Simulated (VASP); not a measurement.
# BaTe (P1) in VASP: relaxation of cell and atoms with PBE

Aim: the relaxation of cell and atoms of BaTe with PBE.

All numbers are computed with VASP 6.6.1; they aren't measurements. Logs are shortened: lines on timing, memory, paths and dates and some standing lists are left out, and cuts for length are marked.

## (1) The cell of the first run

The typed cell holds 8 atoms: a = 4.981 Å, b = 4.946 Å, c = 17.163 Å, α = 90.64°, β = 90.08°, γ = 122.21°.

## (2) Relaxation of cell and atoms, PBE

INCAR reads:

```
SYSTEM = BaTe
PREC = Accurate ; ENCUT = 600
EDIFF = 1E-7 ; ISMEAR = 0
SIGMA = 0.1 ; LREAL = .False.
LASPH = .True. ; NELM = 80
ALGO = Normal ; ISIF = 3
LWAVE = .False. ; LCHARG = .False.
GGA = PE ; IBRION = 2
NSW = 80 ; EDIFFG = -0.025
```

KPOINTS reads:

```
Automatic mesh
0
Gamma
  3 3 1
  0 0 0
```

POSCAR reads:

```
BaTe
1.0
    4.9800848155     -0.0854865095     -0.0039336539
   -2.5640759016      4.2290729514     -0.0282145373
   -0.0133746874     -0.1184938278     17.1628454087
Ba Te
4 4
Direct
    0.6975781364      0.4005276585      0.8926265301
    0.2972696990      0.6699930250      0.1152750044
    0.3098807124      0.6539403104      0.3654377255
    0.6359793881      0.2746206232      0.6241037495
    0.0472558606      0.0403706178      0.0125595872
   -0.0114961844     -0.0149621696      0.5053078150
    0.6708775487      0.3066938060      0.2535800943
    0.3526548394      0.6688161288      0.7311094940
```

Potentials or basis: VASP PAW PBE potentials, release 64 (Ba_sv, Te).

Started as:

```
$ cat potpaw_PBE.64/Ba_sv/POTCAR potpaw_PBE.64/Te/POTCAR > POTCAR
$ mpirun -np 1 vasp_std > vasp.out
```

OUTCAR:

```text
SYSTEM = BaTe
   PREC = Accurate
   ENCUT = 600
   EDIFF = 1E-7
   ISMEAR = 0
   LREAL = .False.
   LASPH = .True.
   NELM = 80
   ISIF = 3
   GGA = PE
   IBRION = 2
   NSW = 80
   EDIFFG = -0.025

 ion  position               nearest neighbor table
   1  0.698  0.401  0.893-   5 3.35   5 3.44   5 3.72   8 3.86   8 3.95   8 4.11   2 4.57   4 4.63

   2  0.297  0.670  0.115-   5 3.18   5 3.24   7 3.55   7 3.57   5 3.64   7 4.00   3 4.30   1 4.57

   3  0.310  0.654  0.365-   7 3.29   7 3.36   7 3.62   6 3.70   6 3.72   6 3.72   2 4.30
   4  0.636  0.275  0.624-   8 3.16   6 3.41   6 3.45   8 3.47   8 3.52   6 3.63   1 4.63
   5  0.047  0.040  0.013-   2 3.18   2 3.24   1 3.35   1 3.44   2 3.64   1 3.72
   6  0.989  0.985  0.505-   4 3.41   4 3.45   4 3.63   3 3.70   3 3.72   3 3.72
   7  0.671  0.307  0.254-   3 3.29   3 3.36   2 3.55   2 3.57   3 3.62   2 4.00
   8  0.353  0.669  0.731-   4 3.16   4 3.47   4 3.52   1 3.86   1 3.95   1 4.11

  LATTYP: Found a triclinic cell.
 ALAT       =     4.7966072572
 B/A-ratio  =     1.0384048067
 C/A-ratio  =     3.5782082503
 COS(alpha) =     0.0014503959
 COS(beta)  =     0.0130586309
 COS(gamma) =     0.4887956423

  Lattice vectors:

 A1 = (   2.4160089139,   4.1435864419,  -0.0321481912)
 A2 = (   4.9800848155,  -0.0854865095,  -0.0039336539)
 A3 = (   0.0133746874,   0.1184938278, -17.1628454087)

Analysis of symmetry for initial positions (statically):
=====================================================================
 Subroutine PRICEL returns:
 Original cell was already a primitive cell.

 Routine SETGRP: Setting up the symmetry group for a
 triclinic supercell.

 Subroutine GETGRP returns: Found  1 space group operations
 (whereof  1 operations were pure point group operations)
 out of a pool of  2 trial point group operations.

The static configuration has the point symmetry C_1 .

Analysis of symmetry for dynamics (positions and initial velocities):
=====================================================================
 Subroutine PRICEL returns:
 Original cell was already a primitive cell.

 Routine SETGRP: Setting up the symmetry group for a
 triclinic supercell.

 Subroutine GETGRP returns: Found  1 space group operations
 (whereof  1 operations were pure point group operations)
 out of a pool of  2 trial point group operations.

The dynamic configuration has the point symmetry C_1 .

 Subroutine INISYM returns: Found  1 space group operations
 (whereof  1 operations are pure point group operations),
 and found     1 'primitive' translations

----------------------------------------------------------------------------------------

                                     Primitive cell

  volume of cell :     357.6890

  direct lattice vectors                    reciprocal lattice vectors
     4.980084815 -0.085486510 -0.003933654     0.202912517  0.123032052  0.001007550
    -2.564075902  4.229072951 -0.028214537     0.004103167  0.238957209  0.001652980
    -0.013374687 -0.118493828 17.162845409     0.000053252  0.000421028  0.058268345

  length of vectors
     4.980820032  4.945739512 17.163259661     0.237300212  0.238998151  0.058269891

  position of ions in fractional coordinates (direct lattice)
     0.697578136  0.400527659  0.892626530
     0.297269699  0.669993025  0.115275004
     0.309880712  0.653940310  0.365437726
     0.635979388  0.274620623  0.624103750
     0.047255861  0.040370618  0.012559587
     0.988503816  0.985037830  0.505307815
     0.670877549  0.306693806  0.253580094
     0.352654839  0.668816129  0.731109494

  ion indices of the primitive-cell ions
   primitive index   ion index
                 1           1
                 2           2
                 3           3
                 4           4
                 5           5
                 6           6
                 7           7
                 8           8

----------------------------------------------------------------------------------------

 KPOINTS: Automatic mesh

Automatic generation of k-mesh.
 Grid dimensions read from file:
 generate k-points for:    3    3    1

 Generating k-lattice:

  Cartesian coordinates                     Fractional coordinates (reciprocal lattice)
     0.067637506  0.041010684  0.000335850     0.333333333  0.000000000  0.000000000
     0.001367722  0.079652403  0.000550993     0.000000000  0.333333333 -0.000000000
     0.000053252  0.000421028  0.058268345     0.000000000 -0.000000000  1.000000000

  Length of vectors
     0.079100071  0.079666050  0.058269891

  Shift w.r.t. Gamma in fractional coordinates (k-lattice)
     0.000000000  0.000000000  0.000000000

 Subroutine IBZKPT returns following result:
 ===========================================

 Found      5 irreducible k-points:

 Following reciprocal coordinates:
            Coordinates               Weight
  0.000000  0.000000  0.000000      1.000000
  0.333333 -0.000000 -0.000000      2.000000
  0.000000  0.333333  0.000000      2.000000
  0.333333  0.333333 -0.000000      2.000000
 -0.333333  0.333333  0.000000      2.000000
   k-points           NKPTS =      5   k-points in BZ     NKDIM =      5   number of bands    NBANDS=     38
   number of dos      NEDOS =    301   number of ions     NIONS =      8
   total plane-waves  NPLWV = 224000
   dimension x,y,z NGX =    40 NGY =   40 NGZ =  140
   dimension x,y,z NGXF=    80 NGYF=   80 NGZF=  280
   ions per type =               4   4
   NGX,Y,Z   is equivalent  to a cutoff of  13.35, 13.45, 13.56 a.u.
   NGXF,Y,Z  is equivalent  to a cutoff of  26.70, 26.89, 27.12 a.u.
 SYSTEM =  BaTe
   PREC   = accura    normal or accurate (medium, high low for compatibility)
   ISTART =      0    job   : 0-new  1-cont  2-samecut
   ICHARG =      2    charge: 1-file 2-atom 10-const
   ISPIN  =      1    spin polarized calculation?
   LNONCOLLINEAR =      F non collinear calculations
   LSORBIT =      F    spin-orbit coupling
   LASPH  =      T    aspherical Exc in radial PAW
   ENCUT  =  600.0 eV  44.10 Ry    6.64 a.u.   9.95  9.88 34.28*2*pi/ulx,y,z
   NELM   =     80;   NELMIN=  2; NELMDL= -5     # of ELM steps
   EDIFF  = 0.1E-06   stopping-criterion for ELM
   LREAL  =      F    real-space projection
   EDIFFG = -.3E-01   stopping-criterion for IOM
   NSW    =     80    number of steps for IOM
   IBRION =      2    ionic relax: 0-MD 1-quasi-New 2-CG
   NFREE  =      1    steps in history (QN), initial steepest desc. (CG)
   ISIF   =      3    stress and relaxation
   ISYM   =      2    0-nonsym 1-usesym 2-fastsym
   POTIM  = 0.5000    time-step for ionic-motion
   TEBEG  =    0.0;   TEEND  =   0.0 temperature during run
   PSTRESS=    0.0 pullay stress
   NELECT =      64.0000    total number of electrons
   NUPDOWN=      -1.0000    fix difference up-down
   EMIN   =  10.00;   EMAX   =-10.00  energy-range for DOS
   EFERMI =   0.00;   METHOD = LEGACY
   ISMEAR =     0;   SIGMA  =   0.10  broadening in eV -4-tet -1-fermi 0-gaus
   EFERMI_NEDOS =   21; number of points for ismear=-14 and -15
   IALGO  =     38    algorithm
   IMIX   =      4    mixing-type and parameters
     AMIX     =   0.40;   BMIX     =  1.00
     AMIX_MAG =   1.60;   BMIX_MAG =  1.00
  volume/ion in A,a.u.               =      44.71       301.73
  Fermi-wavevector in a.u.,A,eV,Ry     =   0.922500  1.743272 11.578638  0.851006
  Thomas-Fermi vector in A             =   2.048033
   LORBIT       =      0    0 simple, 1 ext, 2 COOP (PROOUT), +10 PAW based schemes
   GGA     = PE    functional components
   LHFCALC =     F    Hartree Fock is set to
   AEXX    =    0.0000 exact exchange contribution
   IVDW    =     0    specifies the selected vdW correction
   LEPSILON=     F    determine dielectric tensor
   LRPA    =     F    only Hartree local field effects (RPA)
 conjugate gradient relaxation of ions
 non-spin polarized calculation
 Gauss-broadening in eV      SIGMA  =   0.10
  energy-cutoff  :      600.00
  volume of cell :      357.69
 maximum number of plane-waves:     11982
   NGX = 19   NGY = 19   NGZ = 69

--------------------------------------- Ionic step        1  -------------------------------------------

 number of electron      63.9999999 magnetization

 Free energy of the ion-electron system (eV)
  ---------------------------------------------------
  ext. energy  EPLUGINS =         0.00000000
  ---------------------------------------------------
  free energy    TOTEN  =       -32.86563416 eV

  energy without entropy =      -32.86522870  energy(sigma->0) =      -32.86543143

------------------------ aborting loop because EDIFF is reached ----------------------------------------

  FORCE on cell =-STRESS in cart. coord.  units (eV):
  Direction    XX          YY          ZZ          XY          YZ          ZX
  --------------------------------------------------------------------------------------
  -------------------------------------------------------------------------------------
  Total        1.8301073      7.1187392     -0.0082212      0.6624619      0.6564289      1.1025853
  in kB        8.1975016     31.8865873     -0.0368247      2.9673301      2.9403067      4.9387514
  external PRESSURE =      13.3490881 kB  Pullay stress =       0.0000000 kB
[... 107 lines left out ...]
  FREE ENERGIE OF THE ION-ELECTRON SYSTEM (eV)
  ---------------------------------------------------
  free  energy   TOTEN  =       -33.7011186038 eV

  energy  without entropy=      -33.7011186038  energy(sigma->0) =      -33.70111860

[... ionic steps 4 to 21 ...]

--------------------------------------- Ionic step       22  -------------------------------------------

 number of electron      64.0000001 magnetization

------------------------ aborting loop because EDIFF is reached ----------------------------------------
[... 79 lines left out ...]
--------------------------------------- Ionic step       24  -------------------------------------------

 number of electron      64.0000000 magnetization

 Free energy of the ion-electron system (eV)
  ---------------------------------------------------
  ext. energy  EPLUGINS =         0.00000000
  ---------------------------------------------------
  free energy    TOTEN  =       -34.12559050 eV

  energy without entropy =      -34.12559050  energy(sigma->0) =      -34.12559050

 E-fermi :   2.5420     XC(G=0):  -8.0356

 val. band max:        2.0548058925   @ k =   0.0000   0.0000   0.0000
 cond. band min:       3.9028574624   @ k =   0.0000   0.3333   0.0000
 fundamental gap:      1.8480515699
 Fermi energy:         2.5420320183

 k-point     1 :       0.0000    0.0000    0.0000
  band No.  band energies     occupation
      1     -25.2238      2.00000
      2     -25.2149      2.00000
      3     -25.2070      2.00000
      4     -25.2002      2.00000
      5     -10.7541      2.00000
      6     -10.5908      2.00000
[... 30 lines left out ...]
     37       5.0487      0.00000
     38       5.1618      0.00000

 k-point     2 :       0.3333   -0.0000   -0.0000
  band No.  band energies     occupation
      1     -25.2174      2.00000
      2     -25.2095      2.00000
      3     -25.2008      2.00000
      4     -25.1954      2.00000
      5     -10.6506      2.00000
      6     -10.5942      2.00000
[... 30 lines left out ...]
     37       5.8349      0.00000
     38       5.8582      0.00000

 k-point     3 :       0.0000    0.3333    0.0000
  band No.  band energies     occupation
      1     -25.2174      2.00000
      2     -25.2095      2.00000
      3     -25.2007      2.00000
      4     -25.1954      2.00000
      5     -10.6512      2.00000
      6     -10.5938      2.00000
[... 30 lines left out ...]
     37       5.8341      0.00000
     38       5.8599      0.00000

 k-point     4 :       0.3333    0.3333   -0.0000
  band No.  band energies     occupation
      1     -25.2142      2.00000
      2     -25.2069      2.00000
      3     -25.1975      2.00000
      4     -25.1930      2.00000
      5     -10.5804      2.00000
      6     -10.5637      2.00000
[... 30 lines left out ...]
     37       5.8788      0.00000
     38       5.8842      0.00000

 k-point     5 :      -0.3333    0.3333    0.0000
  band No.  band energies     occupation
      1     -25.2174      2.00000
      2     -25.2095      2.00000
      3     -25.2007      2.00000
      4     -25.1954      2.00000
      5     -10.6509      2.00000
      6     -10.5941      2.00000
[... 65 lines left out ...]
  FREE ENERGIE OF THE ION-ELECTRON SYSTEM (eV)
  ---------------------------------------------------
  free  energy   TOTEN  =       -34.1255905038 eV

  energy  without entropy=      -34.1255905038  energy(sigma->0) =      -34.12559050

 reached required accuracy - stopping structural energy minimisation
```

Wall time 34 min (1 thread of Oxide Virtual Turin-like, shared host); peak memory 0.53 GiB.

What came out:

- Free energy: -34.1256 eV
- Relaxed volume: 45.02 Å³/atom
- Relaxed cell: a = 4.975 Å, b = 4.972 Å, c = 16.815 Å, α = 90.01°, β = 89.96°, γ = 120.00°
- Space group after relaxing (to 0.1 Å): P6_3/mmc (No. 194)
- Energy gained by relaxing: 157.5 meV/atom
- Ionic steps: 24
- Pressure after relaxing: 0.0 GPa
- Largest force after relaxing: 0.019 eV/Å
- Band gap on the k mesh: 1.85 eV (least direct gap 2.19 eV)

Forces in eV/Å, atoms in the order of the input:
```
Ba   0.004  0.001 -0.002
Ba   0.002 -0.019 -0.002
Ba   0.006  0.007 -0.010
Ba  -0.002 -0.006  0.007
Te   0.000 -0.004 -0.003
Te   0.004  0.001  0.013
Te  -0.012  0.008  0.009
Te  -0.003  0.012 -0.012
```

Step by step:
```csv
step,energy change (eV),largest force (eV/Å),pressure (GPa),volume (Å³)
1,0.0000,2.1042,1.33,357.69
2,-0.7160,1.1408,-0.68,377.11
3,-0.8355,0.6424,-1.62,390.61
4,-1.0945,0.3591,-0.32,367.43
5,-1.1090,0.3499,0.16,360.95
6,-1.1615,0.2822,0.13,360.57
7,-1.1950,0.1983,0.14,359.77
8,-1.2135,0.1683,-0.14,362.91
9,-1.2174,0.1648,-0.32,365.19
10,-1.2290,0.1693,-0.01,360.88
11,-1.2297,0.1715,0.10,359.54
12,-1.2365,0.1419,0.07,359.70
13,-1.2435,0.0970,0.04,360.10
14,-1.2496,0.0686,-0.08,361.40
15,-1.2503,0.0594,-0.13,362.07
16,-1.2521,0.0649,0.16,358.23
17,-1.2525,0.0627,0.07,359.39
18,-1.2553,0.0460,0.04,359.71
19,-1.2567,0.0502,0.01,360.14
20,-1.2581,0.0433,-0.03,360.53
21,-1.2584,0.0428,-0.05,360.86
22,-1.2593,0.0352,0.05,359.58
23,-1.2593,0.0341,0.06,359.40
24,-1.2600,0.0193,0.00,360.18
```

Final structure:
```
Ba Te
1.0
     4.97462   -0.00124    0.00070
    -2.48511    4.30645    0.00136
     0.01012   -0.00175   16.81504
Ba Te
4 4
Direct
  0.66657 0.33388 0.87740
  0.33547 0.67057 0.12280
  0.33191 0.66459 0.37722
  0.66597 0.33229 0.62271
  0.00105 0.00205 0.00010
  0.99874 0.99844 0.49975
  0.66787 0.33328 0.24984
  0.33242 0.66489 0.75018
```

Levels at points of the mesh, in eV from the valence-band top:
| k point | band 28 | band 29 | band 30 | band 31 | band 32 | band 33 | band 34 | band 35 | band 36 | band 37 |
| --- | --- | --- | --- | --- | --- | --- | --- | --- | --- | --- |
| (0.00, 0.00, 0.00) | -0.48 | -0.48 | -0.13 | 0.00 | 0.00 | 2.25 | 2.68 | 2.75 | 2.99 | 2.99 |

Caveat: the k points lie up to 0.49 Å⁻¹ apart in the final cell; spin-orbit coupling is left out, which moves the levels of the heavy elements.
